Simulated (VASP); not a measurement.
# CaO (Pm-3m) in VASP: a series of runs

Runs on CaO. Level: PBE. Tasks: single point.

All numbers are computed with VASP 6.6.1; they aren't measurements. Logs are shortened: lines on timing, memory, paths and dates and some standing lists are left out, and cuts for length are marked.

## Step 1: The cell of the first run

It takes space group Pm-3m (No. 221, cubic). The conventional cell has a = 2.904 Å, b = 2.904 Å, c = 2.904 Å, α = 90.00°, β = 90.00°, γ = 90.00°. Within 3.3 Å of Ca (site symmetry m-3m) lie 8 O at 2.52 Å and 6 Ca at 2.90 Å. O (site symmetry m-3m) has 8 Ca at 2.52 Å and 6 O at 2.90 Å within 3.3 Å.

## Step 2: Single point, PBE (volume changed by -3%)

Contents of INCAR:

```
PREC = Accurate ; ENCUT = 520
EDIFF = 1E-7 ; ISMEAR = 0
SIGMA = 0.01 ; LREAL = F
LASPH = T ; NELM = 60
ALGO = Normal ; ISIF = 2
LWAVE = F ; LCHARG = F
GGA = PE ; NBANDS = 15
```

Contents of KPOINTS:

```
Automatic mesh
0
Gamma
  8 8 8
```

Contents of POSCAR:

```
CaO
1.0
    2.9042203779      0.0000000000      0.0000000000
    0.0000000000      2.9042203779      0.0000000000
    0.0000000000      0.0000000000      2.9042203779
Ca O
1 1
Direct
    0.0000000000      0.0000000000      0.0000000000
    0.5000000000      0.5000000000      0.5000000000
```

Potentials or basis: VASP PAW PBE potentials, release 64 (Ca_sv, O).

On the command line:

```bash
cat potpaw_PBE.64/Ca_sv/POTCAR potpaw_PBE.64/O/POTCAR > POTCAR
mpirun -np 1 vasp_std > vasp.out
```

OUTCAR:

```text
PREC = Accurate
   ENCUT = 520
   EDIFF = 1E-7
   ISMEAR = 0
   LREAL = F
   LASPH = T
   NELM = 60
   ISIF = 2
   GGA = PE

 ion  position               nearest neighbor table
   1  0.000  0.000  0.000-   2 2.52   2 2.52   2 2.52   2 2.52   2 2.52   2 2.52   2 2.52   2 2.52

   2  0.500  0.500  0.500-   1 2.52   1 2.52   1 2.52   1 2.52   1 2.52   1 2.52   1 2.52   1 2.52

  LATTYP: Found a simple cubic cell.
 ALAT       =     2.9042203779

  Lattice vectors:

 A1 = (   2.9042203779,   0.0000000000,   0.0000000000)
 A2 = (   0.0000000000,   2.9042203779,   0.0000000000)
 A3 = (   0.0000000000,   0.0000000000,   2.9042203779)

Analysis of symmetry for initial positions (statically):
=====================================================================
 Subroutine PRICEL returns:
 Original cell was already a primitive cell.

 Routine SETGRP: Setting up the symmetry group for a
 simple cubic supercell.

 Subroutine GETGRP returns: Found 48 space group operations
 (whereof 48 operations were pure point group operations)
 out of a pool of 48 trial point group operations.

The static configuration has the point symmetry O_h .

Analysis of symmetry for dynamics (positions and initial velocities):
=====================================================================
 Subroutine PRICEL returns:
 Original cell was already a primitive cell.

 Routine SETGRP: Setting up the symmetry group for a
 simple cubic supercell.

 Subroutine GETGRP returns: Found 48 space group operations
 (whereof 48 operations were pure point group operations)
 out of a pool of 48 trial point group operations.

The dynamic configuration has the point symmetry O_h .

 Subroutine INISYM returns: Found 48 space group operations
 (whereof 48 operations are pure point group operations),
 and found     1 'primitive' translations

----------------------------------------------------------------------------------------

                                     Primitive cell

  volume of cell :      24.4956

  direct lattice vectors                    reciprocal lattice vectors
     2.904220378  0.000000000  0.000000000     0.344326487  0.000000000  0.000000000
     0.000000000  2.904220378  0.000000000     0.000000000  0.344326487  0.000000000
     0.000000000  0.000000000  2.904220378     0.000000000  0.000000000  0.344326487

  length of vectors
     2.904220378  2.904220378  2.904220378     0.344326487  0.344326487  0.344326487

  position of ions in fractional coordinates (direct lattice)
     0.000000000  0.000000000  0.000000000
     0.500000000  0.500000000  0.500000000

  ion indices of the primitive-cell ions
   primitive index   ion index
                 1           1
                 2           2

----------------------------------------------------------------------------------------

 KPOINTS: Automatic mesh

Automatic generation of k-mesh.
 Grid dimensions read from file:
 generate k-points for:    8    8    8

 Generating k-lattice:

  Cartesian coordinates                     Fractional coordinates (reciprocal lattice)
     0.043040811  0.000000000  0.000000000     0.125000000  0.000000000  0.000000000
     0.000000000  0.043040811  0.000000000     0.000000000  0.125000000  0.000000000
     0.000000000  0.000000000  0.043040811     0.000000000  0.000000000  0.125000000

  Length of vectors
     0.043040811  0.043040811  0.043040811

  Shift w.r.t. Gamma in fractional coordinates (k-lattice)
     0.000000000  0.000000000  0.000000000

 Subroutine IBZKPT returns following result:
 ===========================================

 Found     35 irreducible k-points:

 Following reciprocal coordinates:
            Coordinates               Weight
  0.000000  0.000000  0.000000      1.000000
  0.125000  0.000000  0.000000      6.000000
  0.250000  0.000000  0.000000      6.000000
  0.375000  0.000000  0.000000      6.000000
  0.500000  0.000000  0.000000      3.000000
  0.125000  0.125000  0.000000     12.000000
[... 16 lines left out ...]
  0.375000  0.375000  0.125000     24.000000
  0.500000  0.375000  0.125000     24.000000
 [... further k-points ...]
   k-points           NKPTS =     35   k-points in BZ     NKDIM =     35   number of bands    NBANDS=     15
   number of dos      NEDOS =    301   number of ions     NIONS =      2
   total plane-waves  NPLWV =  13824
   dimension x,y,z NGX =    24 NGY =   24 NGZ =   24
   dimension x,y,z NGXF=    48 NGYF=   48 NGZF=   48
   ions per type =               1   1
   NGX,Y,Z   is equivalent  to a cutoff of  13.74, 13.74, 13.74 a.u.
   NGXF,Y,Z  is equivalent  to a cutoff of  27.48, 27.48, 27.48 a.u.
 SYSTEM =  unknown system
   PREC   = accura    normal or accurate (medium, high low for compatibility)
   ISTART =      0    job   : 0-new  1-cont  2-samecut
   ICHARG =      2    charge: 1-file 2-atom 10-const
   ISPIN  =      1    spin polarized calculation?
   LNONCOLLINEAR =      F non collinear calculations
   LSORBIT =      F    spin-orbit coupling
   LASPH  =      T    aspherical Exc in radial PAW
   ENCUT  =  520.0 eV  38.22 Ry    6.18 a.u.   5.40  5.40  5.40*2*pi/ulx,y,z
   NELM   =     60;   NELMIN=  2; NELMDL= -5     # of ELM steps
   EDIFF  = 0.1E-06   stopping-criterion for ELM
   LREAL  =      F    real-space projection
   EDIFFG = 0.1E-05   stopping-criterion for IOM
   NSW    =      0    number of steps for IOM
   IBRION =     -1    ionic relax: 0-MD 1-quasi-New 2-CG
   NFREE  =      0    steps in history (QN), initial steepest desc. (CG)
   ISIF   =      2    stress and relaxation
   ISYM   =      2    0-nonsym 1-usesym 2-fastsym
   POTIM  = 0.5000    time-step for ionic-motion
   TEBEG  =    0.0;   TEEND  =   0.0 temperature during run
   PSTRESS=    0.0 pullay stress
   NELECT =      16.0000    total number of electrons
   NUPDOWN=      -1.0000    fix difference up-down
   EMIN   =  10.00;   EMAX   =-10.00  energy-range for DOS
   EFERMI =   0.00;   METHOD = LEGACY
   ISMEAR =     0;   SIGMA  =   0.01  broadening in eV -4-tet -1-fermi 0-gaus
   EFERMI_NEDOS =   21; number of points for ismear=-14 and -15
   IALGO  =     38    algorithm
   IMIX   =      4    mixing-type and parameters
     AMIX     =   0.40;   BMIX     =  1.00
     AMIX_MAG =   1.60;   BMIX_MAG =  1.00
  volume/ion in A,a.u.               =      12.25        82.65
  Fermi-wavevector in a.u.,A,eV,Ry     =   1.420426  2.684216 27.451248  2.017610
  Thomas-Fermi vector in A             =   2.541342
   LORBIT       =      0    0 simple, 1 ext, 2 COOP (PROOUT), +10 PAW based schemes
   GGA     = PE    functional components
   LHFCALC =     F    Hartree Fock is set to
   AEXX    =    0.0000 exact exchange contribution
   IVDW    =     0    specifies the selected vdW correction
   LEPSILON=     F    determine dielectric tensor
   LRPA    =     F    only Hartree local field effects (RPA)
 non-spin polarized calculation
 Gauss-broadening in eV      SIGMA  =   0.01
  energy-cutoff  :      520.00
  volume of cell :       24.50
 maximum number of plane-waves:       691
 NGX is ok and might be reduce to    24
   NGX = 11   NGY = 11   NGZ = 11

 number of electron      15.9999997 magnetization

 Free energy of the ion-electron system (eV)
  ---------------------------------------------------
  ext. energy  EPLUGINS =         0.00000000
  ---------------------------------------------------
  free energy    TOTEN  =       -11.81406245 eV

  energy without entropy =      -11.81406245  energy(sigma->0) =      -11.81406245

 E-fermi :   4.2854     XC(G=0): -11.2574

 val. band max:        4.1782180594   @ k =   0.5000   0.5000   0.0000
 cond. band min:       6.9364020578   @ k =   0.0000   0.0000   0.0000
 fundamental gap:      2.7581839984
 Fermi energy:         4.2853800443

 k-point     1 :       0.0000    0.0000    0.0000
  band No.  band energies     occupation
      1     -35.1196      2.00000
      2     -15.5619      2.00000
      3     -15.5619      2.00000
      4     -15.5619      2.00000
      5     -12.2710      2.00000
      6       3.8734      2.00000
      7       3.8734      2.00000
      8       3.8734      2.00000
      9       6.9364      0.00000
     10       6.9364      0.00000
     11       9.3927      0.00000
     12      12.6121      0.00000
     13      12.6121      0.00000
     14      12.6121      0.00000
     15      23.4099      0.00000

 k-point     2 :       0.1250    0.0000    0.0000
  band No.  band energies     occupation
      1     -35.0951      2.00000
      2     -15.8309      2.00000
      3     -15.5435      2.00000
      4     -15.5435      2.00000
      5     -12.0580      2.00000
      6       3.1200      2.00000
      7       3.8037      2.00000
      8       3.8037      2.00000
      9       7.0624      0.00000
     10       7.6258      0.00000
     11      10.0385      0.00000
     12      12.5451      0.00000
     13      12.5451      0.00000
     14      12.6537      0.00000
     15      22.5012      0.00000

 k-point     3 :       0.2500    0.0000    0.0000
  band No.  band energies     occupation
      1     -35.0354      2.00000
      2     -16.3908      2.00000
      3     -15.4990      2.00000
      4     -15.4990      2.00000
      5     -11.6151      2.00000
      6       1.8015      2.00000
      7       3.6308      2.00000
      8       3.6308      2.00000
      9       7.3906      0.00000
     10       9.1493      0.00000
     11      11.4302      0.00000
     12      12.4203      0.00000
     13      12.4203      0.00000
     14      12.7561      0.00000
     15      20.7445      0.00000

 k-point     4 :       0.3750    0.0000    0.0000
  band No.  band energies     occupation
      1     -34.9746      2.00000
      2     -16.8739      2.00000
      3     -15.4539      2.00000
      4     -15.4539      2.00000
      5     -11.2201      2.00000
      6       0.7608      2.00000
      7       3.4519      2.00000
      8       3.4519      2.00000
      9       7.7616      0.00000
     10      10.7196      0.00000
     11      12.3422      0.00000
     12      12.3422      0.00000
     13      12.8615      0.00000
     14      13.0562      0.00000
     15      19.2843      0.00000
[... 307 lines left out ...]
 k-point    22 :       0.5000    0.2500    0.1250
  band No.  band energies     occupation
      1     -34.8518      2.00000
      2     -16.7489      2.00000
      3     -15.9729      2.00000
      4     -15.5428      2.00000
      5     -11.2983      2.00000
      6       1.2373      2.00000
      7       2.4106      2.00000
      8       3.5017      2.00000
      9       8.9048      0.00000
     10      10.0825      0.00000
     11      11.2234      0.00000
     12      11.8082      0.00000
     13      12.2407      0.00000
     14      16.8054      0.00000
     15      17.7111      0.00000

 k-point    23 :       0.3750    0.3750    0.1250
  band No.  band energies     occupation
      1     -34.8207      2.00000
      2     -16.4696      2.00000
      3     -16.3537      2.00000
      4     -15.5201      2.00000
      5     -11.4026      2.00000
      6       1.7167      2.00000
      7       2.0366      2.00000
      8       3.4351      2.00000
      9       8.8930      0.00000
     10       9.8485      0.00000
     11      11.0758      0.00000
     12      11.5379      0.00000
     13      12.6149      0.00000
     14      16.1210      0.00000
     15      19.7303      0.00000

 k-point    24 :       0.5000    0.3750    0.1250
  band No.  band energies     occupation
      1     -34.7976      2.00000
      2     -16.5645      2.00000
      3     -16.3373      2.00000
      4     -15.5010      2.00000
      5     -11.4419      2.00000
      6       1.6721      2.00000
      7       2.0003      2.00000
      8       3.4781      2.00000
      9       8.8020      0.00000
     10       9.6850      0.00000
     11      11.0728      0.00000
     12      11.2368      0.00000
     13      13.2282      0.00000
     14      17.7616      0.00000
     15      17.9155      0.00000

 [... further k-points ...]
[... 5 lines left out ...]
  --------------------------------------------------------------------------------------
  -------------------------------------------------------------------------------------
  Total        0.6387066      0.6387066      0.6387066     -0.0000000      0.0000000      0.0000000
  in kB       41.7756591     41.7756591     41.7756591     -0.0000000      0.0000000      0.0000000
  external PRESSURE =      41.7756591 kB  Pullay stress =       0.0000000 kB

 VOLUME and BASIS-vectors are now :
 -----------------------------------------------------------------------------
  energy-cutoff  :      520.00
  volume of cell :       24.50
      direct lattice vectors                 reciprocal lattice vectors
     2.904220378  0.000000000  0.000000000     0.344326487  0.000000000  0.000000000
     0.000000000  2.904220378  0.000000000     0.000000000  0.344326487  0.000000000
     0.000000000  0.000000000  2.904220378     0.000000000  0.000000000  0.344326487

 POSITION                                       TOTAL-FORCE (eV/Angst)
 -----------------------------------------------------------------------------------
      0.00000      0.00000      0.00000         0.000000      0.000000      0.000000
      1.45211      1.45211      1.45211         0.000000      0.000000      0.000000
 -----------------------------------------------------------------------------------
    total drift:                                0.000000      0.000000     -0.000000

  FREE ENERGIE OF THE ION-ELECTRON SYSTEM (eV)
  ---------------------------------------------------
  free  energy   TOTEN  =       -11.8140624505 eV

  energy  without entropy=      -11.8140624505  energy(sigma->0) =      -11.81406245
```

Run time: 7.5 s. Hardware: 1 thread of Intel Xeon 6975P-C, shared host; peak memory 0.14 GiB.

Results:

```yaml
Free_energy: -11.8141 eV
Pressure: 4.2 GPa
Band_gap_on_the_k_mesh: 2.76 eV, indirect (least direct gap 3.06 eV)
```

Levels at points of the mesh, in eV from the valence-band top:
```tsv
k point	band 6	band 7	band 8	band 9	band 10	band 11
(0.00, 0.00, 0.00)	-0.30	-0.30	-0.30	2.76	2.76	5.21
(0.50, 0.00, 0.00)	-3.81	-0.80	-0.80	3.75	7.18	8.14
(0.50, 0.50, 0.00)	-2.12	-2.12	0.00	3.89	4.74	6.58
(0.50, 0.50, 0.50)	-3.43	-3.43	-3.43	7.94	7.94	7.94
```

## Step 3: Single point, PBE (volume changed by +3%)

Contents of INCAR:

```
PREC     = Accurate       # precision mode
ENCUT    = 520            # plane-wave cutoff, eV
EDIFF    = 1E-6           # SCF threshold, eV
ISMEAR   = 0              # smearing method
SIGMA    = 0.01           # smearing width, eV
LREAL    = F              # projectors in reciprocal space
LASPH    = T              # aspherical terms in the spheres
NELM     = 80             # most SCF steps
ALGO     = Normal         # electronic algorithm
ISIF     = 2              # what is computed and relaxed
LWAVE    = F              # write WAVECAR
LCHARG   = F              # write CHGCAR
GGA      = PE             # functional
NBANDS   = 15             # bands
```

Contents of KPOINTS:

```
regular mesh
0
Gamma
  8 8 8
```

Contents of POSCAR:

```
CaO
1.0
    2.9629073083      0.0000000000      0.0000000000
    0.0000000000      2.9629073083      0.0000000000
    0.0000000000      0.0000000000      2.9629073083
Ca O
1 1
Direct
    0.0000000000      0.0000000000      0.0000000000
    0.5000000000      0.5000000000      0.5000000000
```

Potentials or basis: VASP PAW PBE potentials, release 64 (Ca_sv, O).

On the command line:

```bash
cat potpaw_PBE.64/Ca_sv/POTCAR potpaw_PBE.64/O/POTCAR > POTCAR
mpirun -np 1 vasp_std > vasp.out
```

It took 7.9 s on 1 thread of Intel Xeon 6975P-C, shared host; peak memory 0.14 GiB.

The run converged. Its results:

```
Free energy            : -11.8225 eV
Pressure               : -2.4 GPa
Band gap on the k mesh : 2.77 eV, indirect (least direct gap 3.08 eV)
```

Levels at points of the mesh, in eV from the valence-band top:
```tsv
k point	band 6	band 7	band 8	band 9	band 10	band 11
(0.00, 0.00, 0.00)	-0.31	-0.31	-0.31	2.77	2.77	4.55
(0.50, 0.00, 0.00)	-3.64	-0.73	-0.73	3.70	6.81	7.78
(0.50, 0.50, 0.00)	-2.06	-2.06	0.00	3.75	4.54	6.37
(0.50, 0.50, 0.50)	-3.18	-3.18	-3.18	7.55	7.55	7.55
```

 A k mesh can miss the band edges.
